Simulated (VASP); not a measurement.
# TiAl (P4/mmm) in VASP: further runs, part 2 of 2

VASP 6.6.1. The steps go on from the part before.

### 3 Single point, LDA (16.62 Å³/atom)

This run uses another cell than the first one, of 16.62 Å³/atom.

File INCAR:

```
PREC = Accurate ; ENCUT = 520
EDIFF = 1E-7 ; ISMEAR = 0
SIGMA = 0.15 ; LREAL = False
LASPH = True ; NELM = 80
ALGO = Fast ; ISIF = 2
LWAVE = False ; LCHARG = False
GGA = CA ; NBANDS = 14
```

File KPOINTS:

```
Automatic mesh
0
Gamma
  16 16 16
```

File POSCAR:

```
TiAl
1.0
    3.0411467520      0.0000000000      0.0000000000
    0.0000000000      3.0411467520      0.0000000000
    0.0000000000      0.0000000000      3.5934190022
Ti Al
1 1
Direct
    0.0000000000      0.0000000000      0.0000000000
    0.5000000000      0.5000000000      0.5000000000
```

Potentials or basis: VASP PAW LDA potentials, release 64 (Ti_sv, Al).

Command:

```
> cat potpaw_LDA.64/Ti_sv/POTCAR potpaw_LDA.64/Al/POTCAR > POTCAR
> mpirun -np 1 vasp_std > vasp.out
```

OUTCAR:

```text
PREC = Accurate
   ENCUT = 520
   EDIFF = 1E-7
   ISMEAR = 0
   LREAL = False
   LASPH = True
   NELM = 80
   ISIF = 2
   GGA = CA

 ion  position               nearest neighbor table
   1  0.000  0.000  0.000-   2 2.80   2 2.80   2 2.80   2 2.80   2 2.80   2 2.80   2 2.80   2 2.80

   2  0.500  0.500  0.500-   1 2.80   1 2.80   1 2.80   1 2.80   1 2.80   1 2.80   1 2.80   1 2.80

  LATTYP: Found a simple tetragonal cell.
 ALAT       =     3.0411467520
 C/A-ratio  =     1.1816000000

  Lattice vectors:

 A1 = (   3.0411467520,   0.0000000000,   0.0000000000)
 A2 = (   0.0000000000,   3.0411467520,   0.0000000000)
 A3 = (   0.0000000000,   0.0000000000,   3.5934190022)

Analysis of symmetry for initial positions (statically):
=====================================================================
 Subroutine PRICEL returns:
 Original cell was already a primitive cell.

 Routine SETGRP: Setting up the symmetry group for a
 simple tetragonal supercell.

 Subroutine GETGRP returns: Found 16 space group operations
 (whereof 16 operations were pure point group operations)
 out of a pool of 16 trial point group operations.

The static configuration has the point symmetry D_4h.

Analysis of symmetry for dynamics (positions and initial velocities):
=====================================================================
 Subroutine PRICEL returns:
 Original cell was already a primitive cell.

 Routine SETGRP: Setting up the symmetry group for a
 simple tetragonal supercell.

 Subroutine GETGRP returns: Found 16 space group operations
 (whereof 16 operations were pure point group operations)
 out of a pool of 16 trial point group operations.

The dynamic configuration has the point symmetry D_4h.

 Subroutine INISYM returns: Found 16 space group operations
 (whereof 16 operations are pure point group operations),
 and found     1 'primitive' translations

[... 119 lines left out ...]
   GGA     = CA    functional components
   LHFCALC =     F    Hartree Fock is set to
   AEXX    =    0.0000 exact exchange contribution
   IVDW    =     0    specifies the selected vdW correction
   LEPSILON=     F    determine dielectric tensor
   LRPA    =     F    only Hartree local field effects (RPA)
 non-spin polarized calculation
 RMM-DIIS sequential band-by-band and
 Gauss-broadening in eV      SIGMA  =   0.15
  energy-cutoff  :      520.00
  volume of cell :       33.23
 maximum number of plane-waves:       917
 NGX is ok and might be reduce to    24
   NGX = 11   NGY = 11   NGZ = 13

 number of electron      15.0000008 magnetization

 Free energy of the ion-electron system (eV)
  ---------------------------------------------------
  ext. energy  EPLUGINS =         0.00000000
  ---------------------------------------------------
  free energy    TOTEN  =       -13.36481032 eV

  energy without entropy =      -13.33796424  energy(sigma->0) =      -13.35138728

 E-fermi :   8.0060     XC(G=0): -11.1635

 val. band max:        7.9977898936   @ k =   0.2500   0.0625   0.3125
 cond. band min:       8.0078182607   @ k =   0.2500   0.0625   0.2500
 fundamental gap:      0.0100283671
 Fermi energy:         8.0060110186

 k-point     1 :       0.0000    0.0000    0.0000
  band No.  band energies     occupation
      1     -48.0967      2.00000
      2     -24.7954      2.00000
      3     -24.5974      2.00000
      4     -24.5974      2.00000
      5      -0.9034      2.00000
      6       6.5390      2.00000
      7       6.9914      2.00000
      8       9.7229      0.00000
      9       9.7229      0.00000
     10       9.8475      0.00000
     11      10.3635      0.00000
     12      13.9695      0.00000
     13      13.9695      0.00000
     14      15.9975      0.00000
[... 377 lines left out ...]
      1     -48.0668      2.00000
      2     -24.8479      2.00000
      3     -24.7640      2.00000
      4     -24.6109      2.00000
      5       2.8975      2.00000
      6       3.5433      2.00000
      7       7.2759      2.00000
      8       7.8767      1.77720
      9       8.5276      0.00000
     10       9.6070      0.00000
     11      11.5482      0.00000
     12      14.5971      0.00000
     13      15.6561      0.00000
     14      16.4317      0.00000

 [... further k-points ...]
[... 5 lines left out ...]
  --------------------------------------------------------------------------------------
  -------------------------------------------------------------------------------------
  Total       -2.4712009     -2.4712009     -0.5891157      0.0000000     -0.0000000      0.0000000
  in kB     -119.1340814   -119.1340814    -28.4006702      0.0000000     -0.0000000      0.0000000
  external PRESSURE =     -88.8896110 kB  Pullay stress =       0.0000000 kB

 VOLUME and BASIS-vectors are now :
 -----------------------------------------------------------------------------
  energy-cutoff  :      520.00
  volume of cell :       33.23
      direct lattice vectors                 reciprocal lattice vectors
     3.041146752  0.000000000  0.000000000     0.328823329  0.000000000  0.000000000
     0.000000000  3.041146752  0.000000000     0.000000000  0.328823329  0.000000000
     0.000000000  0.000000000  3.593419002     0.000000000  0.000000000  0.278286501

 POSITION                                       TOTAL-FORCE (eV/Angst)
 -----------------------------------------------------------------------------------
      0.00000      0.00000      0.00000         0.000000      0.000000      0.000000
      1.52057      1.52057      1.79671         0.000000      0.000000      0.000000
 -----------------------------------------------------------------------------------
    total drift:                               -0.000000      0.000000      0.000000

  FREE ENERGIE OF THE ION-ELECTRON SYSTEM (eV)
  ---------------------------------------------------
  free  energy   TOTEN  =       -13.3648103181 eV

  energy  without entropy=      -13.3379642434  energy(sigma->0) =      -13.35138728
```

stdout:

```text
POSCAR found type information on POSCAR TiAl
 POSCAR found :  2 types and       2 ions
 scaLAPACK will be used
 LDA part: xc-table for (Slater(with rela. corr.)+CA(PZ))
 , standard interpolation
 POSCAR, INCAR and KPOINTS ok, starting setup
 FFT: planning ... GRIDC
 FFT: planning ... GRID_SOFT
[... 24 lines left out ...]
WARNING in EDDRMM: call to ZHEGV failed, returncode =   8  4      5
WARNING in EDDRMM: call to ZHEGV failed, returncode =   6  3      7
 num prob RMM:  27    -0.133648098712E+02   -0.20903E-06   -0.20620E-06  9686   0.455E-03    0.913E-04
WARNING in EDDRMM: call to ZHEGV failed, returncode =   6  3      6
WARNING in EDDRMM: call to ZHEGV failed, returncode =   8  4      8
WARNING in EDDRMM: call to ZHEGV failed, returncode =   6  3      5
WARNING in EDDRMM: call to ZHEGV failed, returncode =   6  3     14
WARNING in EDDRMM: call to ZHEGV failed, returncode =   6  3     13
WARNING in EDDRMM: call to ZHEGV failed, returncode =   8  4      8
```

It took 2 min on 1 thread of Intel Xeon 6975P-C (Granite Rapids), shared host; peak memory 0.29 GiB.

Results:

| Quantity | Value |
| --- | --- |
| Free energy | -13.3648 eV |
| Pressure | -8.9 GPa |
| Band gap on the k mesh | zero (an odd number of electrons rules out a gap without spin polarisation) |

Levels at points of the mesh, in eV from the Fermi level:
| k point | band 5 | band 6 | band 7 | band 8 | band 9 | band 10 | band 11 | band 12 |
| --- | --- | --- | --- | --- | --- | --- | --- | --- |
| (0.00, 0.00, 0.00) | -8.91 | -1.47 | -1.01 | 1.72 | 1.72 | 1.84 | 2.36 | 5.96 |
| (0.50, 0.00, 0.00) | -5.24 | -4.73 | -0.85 | -0.31 | 0.88 | 1.99 | 3.59 | 6.21 |
| (0.50, 0.50, 0.00) | -4.03 | -1.29 | -1.29 | -0.97 | 0.11 | 0.11 | 3.27 | 4.65 |
| (0.00, 0.00, 0.50) | -6.68 | -5.07 | -0.57 | 0.84 | 0.84 | 1.78 | 2.42 | 7.03 |
| (0.50, 0.00, 0.50) | -5.00 | -2.46 | -1.59 | -1.31 | 1.10 | 1.38 | 2.14 | 4.37 |
| (0.50, 0.50, 0.50) | -2.73 | -2.73 | -2.72 | 0.74 | 2.35 | 2.75 | 3.29 | 3.38 |

Caveat: the cell stands under tension.

### 4 Single point, LDA (16.62 Å³/atom)

This run uses another cell than the first one, of 16.62 Å³/atom.

File INCAR:

```
SYSTEM = TiAl
PREC = Accurate
ENCUT = 520
EDIFF = 1E-6
ISMEAR = 0
SIGMA = 0.15
LREAL = .False.
LASPH = .True.
NELM = 60
ALGO = Fast
ISIF = 2
LWAVE = .False.
LCHARG = .False.
GGA = CA
NBANDS = 14
```

File KPOINTS:

```
regular mesh
0
Gamma
  16 16 16
  0 0 0
```

File POSCAR:

```
TiAl
1.0
    3.3990124726      0.0000000000      0.0000000000
    0.0000000000      3.3990124726      0.0000000000
    0.0000000000      0.0000000000      2.8765842556
Ti Al
1 1
Direct
    0.0000000000      0.0000000000      0.0000000000
    0.5000000000      0.5000000000      0.5000000000
```

Command:

```
> cat potpaw_LDA.64/Ti_sv/POTCAR potpaw_LDA.64/Al/POTCAR > POTCAR
> mpirun -np 1 vasp_std > vasp.out
```

Run time: 2.3 min. Hardware: 1 thread of Intel Xeon 6975P-C (Granite Rapids), shared host; peak memory 0.29 GiB.

Results (log left out):

| Item | Value |
| --- | --- |
| Free energy | -13.2715 eV |
| Pressure | -8.1 GPa |
| Band gap on the k mesh | zero (an odd number of electrons rules out a gap without spin polarisation) |

Stress tensor (GPa, compression positive):
```
-7.89  0.00  0.00
 0.00 -7.89  0.00
 0.00  0.00 -8.67
```

Levels at points of the mesh, in eV from the Fermi level:
```csv
k point,band 4,band 5,band 6,band 7,band 8,band 9,band 10,band 11
"(0.00, 0.00, 0.00)",-32.52,-8.97,-1.45,-1.18,1.25,2.19,2.19,2.96
"(0.50, 0.00, 0.00)",-32.51,-6.34,-5.05,-0.64,-0.46,1.41,2.30,2.34
"(0.50, 0.50, 0.00)",-32.50,-5.53,-2.42,-2.42,-1.58,1.64,1.64,2.24
"(0.00, 0.00, 0.50)",-32.76,-4.68,-4.61,-0.31,-0.31,-0.10,1.70,4.12
"(0.50, 0.00, 0.50)",-32.75,-4.36,-2.04,-1.08,-1.05,0.17,0.60,2.66
"(0.50, 0.50, 0.50)",-32.83,-2.83,-2.78,-2.78,0.67,2.42,2.90,2.90
```

Caveat: the cell stands under tension.

### 5 Single point, LDA (16.62 Å³/atom)

This run uses another cell than the first one, of 16.62 Å³/atom.

File INCAR:

```
  PREC = Accurate
  ENCUT = 520
  EDIFF = 1E-6
  ISMEAR = 0
  SIGMA = 0.15
  LREAL = F
  LASPH = T
  NELM = 60
  ALGO = Fast
  ISIF = 2
  LWAVE = F
  LCHARG = F
  GGA = CA
  NBANDS = 14
```

File KPOINTS:

```
Automatic mesh
0
Gamma
  16 16 16
```

File POSCAR:

```
TiAl
1.0
    2.8237242168      0.0000000000      0.0000000000
    0.0000000000      2.8237242168      0.0000000000
    0.0000000000      0.0000000000      4.1680993164
Ti Al
1 1
Direct
    0.0000000000      0.0000000000      0.0000000000
    0.5000000000      0.5000000000      0.5000000000
```

Potentials or basis: VASP PAW LDA potentials, release 64 (Ti_sv, Al).

Command:

```
> cat potpaw_LDA.64/Ti_sv/POTCAR potpaw_LDA.64/Al/POTCAR > POTCAR
> mpirun -np 1 vasp_std > vasp.out
```

OUTCAR:

```text
PREC = Accurate
   ENCUT = 520
   EDIFF = 1E-6
   ISMEAR = 0
   LREAL = F
   LASPH = T
   NELM = 60
   ISIF = 2
   GGA = CA

 ion  position               nearest neighbor table
   1  0.000  0.000  0.000-   2 2.89   2 2.89   2 2.89   2 2.89   2 2.89   2 2.89   2 2.89   2 2.89

   2  0.500  0.500  0.500-   1 2.89   1 2.89   1 2.89   1 2.89   1 2.89   1 2.89   1 2.89   1 2.89

  LATTYP: Found a simple tetragonal cell.
 ALAT       =     2.8237242168
 C/A-ratio  =     1.4761000000

  Lattice vectors:

 A1 = (   2.8237242168,   0.0000000000,   0.0000000000)
 A2 = (   0.0000000000,   2.8237242168,   0.0000000000)
 A3 = (   0.0000000000,   0.0000000000,   4.1680993164)

Analysis of symmetry for initial positions (statically):
=====================================================================
 Subroutine PRICEL returns:
 Original cell was already a primitive cell.

 Routine SETGRP: Setting up the symmetry group for a
 simple tetragonal supercell.

 Subroutine GETGRP returns: Found 16 space group operations
 (whereof 16 operations were pure point group operations)
 out of a pool of 16 trial point group operations.

The static configuration has the point symmetry D_4h.

[... 170 lines left out ...]
  band No.  band energies     occupation
      1     -48.1361      2.00000
      2     -24.9067      2.00000
      3     -24.4658      2.00000
      4     -24.4658      2.00000
      5      -1.0479      2.00000
      6       5.9618      2.00000
      7       7.0285      2.00000
      8       7.2805      2.00000
      9       9.9534      0.00000
     10       9.9534      0.00000
     11      11.0413      0.00000
     12      13.5353      0.00000
     13      16.2431      0.00000
     14      16.2432      0.00000
[... 377 lines left out ...]
      1     -48.0666      2.00000
      2     -24.9416      2.00000
      3     -24.8396      2.00000
      4     -24.4918      2.00000
      5       3.5764      2.00000
      6       3.7607      2.00000
      7       6.2753      2.00000
      8       7.9081      0.52966
      9       8.9879      0.00000
     10       9.5896      0.00000
     11      12.0286      0.00000
     12      13.6609      0.00000
     13      13.7051      0.00000
     14      15.3580      0.00000

 [... further k-points ...]
[... 5 lines left out ...]
  --------------------------------------------------------------------------------------
  -------------------------------------------------------------------------------------
  Total       -1.7108355     -1.7108355     -2.0612336      0.0000000      0.0000000      0.0000000
  in kB      -82.4776402    -82.4776402    -99.3699743      0.0000000      0.0000000      0.0000000
  external PRESSURE =     -88.1084183 kB  Pullay stress =       0.0000000 kB

 VOLUME and BASIS-vectors are now :
 -----------------------------------------------------------------------------
  energy-cutoff  :      520.00
  volume of cell :       33.23
      direct lattice vectors                 reciprocal lattice vectors
     2.823724217  0.000000000  0.000000000     0.354142233  0.000000000  0.000000000
     0.000000000  2.823724217  0.000000000     0.000000000  0.354142233  0.000000000
     0.000000000  0.000000000  4.168099316     0.000000000  0.000000000  0.239917508

 POSITION                                       TOTAL-FORCE (eV/Angst)
 -----------------------------------------------------------------------------------
      0.00000      0.00000      0.00000         0.000000      0.000000      0.000000
      1.41186      1.41186      2.08405         0.000000      0.000000      0.000000
 -----------------------------------------------------------------------------------
    total drift:                                0.000000      0.000000      0.000000

  FREE ENERGIE OF THE ION-ELECTRON SYSTEM (eV)
  ---------------------------------------------------
  free  energy   TOTEN  =       -13.5179368966 eV

  energy  without entropy=      -13.4959671083  energy(sigma->0) =      -13.50695200
```

OSZICAR:

```text
N       E                     dE             d eps       ncg     rms          rms(c)
DAV:   1     0.976997679543E+02    0.97700E+02   -0.71252E+03 11352   0.107E+03
DAV:   2    -0.956364690773E+01   -0.10726E+03   -0.10314E+03 11766   0.296E+02
DAV:   3    -0.149692622152E+02   -0.54056E+01   -0.52767E+01 17108   0.643E+01
[... 17 lines left out ...]
RMM:  21    -0.135179320338E+02   -0.25372E-05   -0.25367E-05 12366   0.191E-02    0.816E-03
RMM:  22    -0.135179342570E+02   -0.22233E-05   -0.23302E-05 12212   0.168E-02    0.630E-03
RMM:  23    -0.135179353409E+02   -0.10838E-05   -0.11538E-05 12474   0.162E-02    0.244E-03
RMM:  24    -0.135179363747E+02   -0.10338E-05   -0.10716E-05 11466   0.136E-02    0.355E-04
RMM:  25    -0.135179368966E+02   -0.52191E-06   -0.53075E-06  9570   0.104E-02
   1 F= -.13517937E+02 E0= -.13506952E+02  d E =-.219698E-01
```

stdout:

```text
POSCAR found type information on POSCAR TiAl
 POSCAR found :  2 types and       2 ions
 scaLAPACK will be used
 LDA part: xc-table for (Slater(with rela. corr.)+CA(PZ))
 , standard interpolation
 POSCAR, INCAR and KPOINTS ok, starting setup
 FFT: planning ... GRIDC
 FFT: planning ... GRID_SOFT
 FFT: planning ... GRID
 WAVECAR not read
 entering main loop
WARNING in EDDRMM: call to ZHEGV failed, returncode =   8  4     10
WARNING in EDDRMM: call to ZHEGV failed, returncode =   8  4      9
WARNING in EDDRMM: call to ZHEGV failed, returncode =   8  4      9
WARNING in EDDRMM: call to ZHEGV failed, returncode =   8  4      3
WARNING in EDDRMM: call to ZHEGV failed, returncode =   8  4      5
WARNING in EDDRMM: call to ZHEGV failed, returncode =   6  3     12
WARNING in EDDRMM: call to ZHEGV failed, returncode =   8  4      6
WARNING in EDDRMM: call to ZHEGV failed, returncode =   6  3     12
WARNING in EDDRMM: call to ZHEGV failed, returncode =   8  4      6
WARNING in EDDRMM: call to ZHEGV failed, returncode =   6  3     10
```

Run time: 1.9 min. Hardware: 1 thread of Intel Xeon 6975P-C (Granite Rapids), shared host; peak memory 0.29 GiB.

What came out:

```yaml
Free_energy: -13.5179 eV
Pressure: -8.8 GPa
Band_gap_on_the_k_mesh: zero (an odd number of electrons rules out a gap without spin polarisation)
```

Caveat: the cell stands under tension.

### 6 The runs side by side

| cell | further INCAR settings | gap on the mesh (eV) | pressure (GPa) |
| --- | --- | --- | --- |
| a = 3.069, b = 3.069, c = 3.431 Å, 2 atoms | ALGO = Fast; EDIFF = 1e-06; NBANDS = 14 | none | -6.2 |
| a = 3.041, b = 3.041, c = 3.593 Å, 2 atoms | ALGO = Fast; EDIFF = 1e-07; NBANDS = 14 | none | -8.9 |
| a = 3.399, b = 3.399, c = 2.877 Å, 2 atoms | ALGO = Fast; EDIFF = 1e-06; NBANDS = 14 | none | -8.1 |
| a = 2.824, b = 2.824, c = 4.168 Å, 2 atoms | ALGO = Fast; EDIFF = 1e-06; NBANDS = 14 | none | -8.8 |

Alike in all rows: task single point; level LDA; potentials or basis VASP PAW LDA potentials, release 64 (Ti_sv, Al); no spin polarisation; k mesh 16 × 16 × 16; cutoff (eV) 520; smearing gaussian 0.15 eV.

Caveats: the cell stands under tension.

Total energies depend on the potentials used, so only differences within one code and one set of settings carry meaning.
